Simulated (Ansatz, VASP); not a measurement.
## BN in VASP and in Ansatz

File INCAR:

```
PREC = Accurate
ENCUT = 520
EDIFF = 1E-7
ISMEAR = 0
SIGMA = 0.01
LREAL = F
LASPH = T
NELM = 80
ALGO = Normal
ISIF = 2
LWAVE = F
LCHARG = F
GGA = PE
NBANDS = 16
```

The input KPOINTS:

```
Automatic mesh
0
Gamma
  12 12 4
```

File POSCAR:

```
BN
1.0
    2.5005826776      0.0000000000      0.0000000000
   -1.2502913388      2.1655681231      0.0000000000
    0.0000000000      0.0000000000      6.5236371384
B N
2 2
Direct
    0.3333333333      0.6666666667      0.2500000000
    0.6666666667      0.3333333333      0.7500000000
    0.3333333333      0.6666666667      0.7500000000
    0.6666666667      0.3333333333      0.2500000000
```

Input for Ansatz:

```yaml
crystal:
  lattice:
    - [2.5005826776, 0.0, 0.0]
    - [-1.2502913388, 2.1655681231, 0.0]
    - [0.0, 0.0, 6.5236371384]
  atoms:
    - { symbol: B, position: [0.3333333333, 0.6666666667, 0.25] }
    - { symbol: B, position: [0.6666666667, 0.3333333333, 0.75] }
    - { symbol: "N", position: [0.3333333333, 0.6666666667, 0.75] }
    - { symbol: "N", position: [0.6666666667, 0.3333333333, 0.25] }
kpoints:
  mp_grid: { grid: [12, 12, 4] }
  band_path:
    path:
      - [0.0, 0.0, 0.0]
      - [0.5, 0.0, 0.0]
      - [0.3333333333, 0.3333333333, 0.0]
      - [0.0, 0.0, 0.5]
      - [0.5, 0.0, 0.5]
      - [0.3333333333, 0.3333333333, 0.5]
      - [0.302083, 0.302083, 0.0]
      - [0.0, 0.5, 0.0]
    npoints: 1
hamiltonian:
  xc: pbe
scf:
  occupations: { method: fixed }
  n_extra_bands: 5
output:
  forces: true
  stress: true
  eigenvalues: true
```

Alike in both runs: task single point; functional PBE; k mesh 12 × 12 × 4; no spin polarisation.

|  | VASP | Ansatz |
| --- | --- | --- |
| version | VASP 6.6.1 | Ansatz 0.2.0 |
| potentials or method | VASP PAW PBE potentials, release 64 (B, N) | plane waves, PAW |
| plane-wave cutoff (eV) | 520 | 420 |
| occupations | gaussian, width 0.01 eV | fixed |
| valence electrons in the cell | 16 | 16 |

Ansatz gave:

- gap on the k mesh at the Fermi level (eV): 4.25
- pressure (GPa): 4.7
- traceless stress, the component that is largest in VASP (GPa): -1.05

Question: What did VASP give for the same quantities?

Answer: gap on the k mesh at the Fermi level (eV): 4.24; pressure (GPa): 4.7; traceless stress, the component that is largest in VASP (GPa): -1.26.
